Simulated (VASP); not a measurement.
Crystal: I.

```
I
1.0
     0.00000    2.39673    3.96129
     2.22109    0.00000    3.96129
     2.22109    2.39673    0.00000
I
1
Direct
  0.00000 0.00000 0.00000
```

Base run:

```yaml
Program: VASP 6.6.1
Functional: PBEsol
Potentials_or_basis: VASP PAW PBE potentials, release 64 (I)
Cutoff: 520 eV
k_mesh: 9 × 9 × 9
Occupations: fermi-dirac, width 0.05 eV
Spin: no spin polarisation
```

Its results: pressure -2.2 GPa.

**Question.** The run is repeated on the same cell with these changes: functional from PBEsol to PBE. What comes out?

**Answer.** Pressure -0.5 GPa.

PBE binds less tightly than PBEsol, so the same cell stands under more pressure.

Caveats: an odd number of electrons without spin polarisation forces a metal; a magnetic or distorted state may lie lower; the PAW data sets were made with another functional, which shifts forces and pressure a little (some runs).
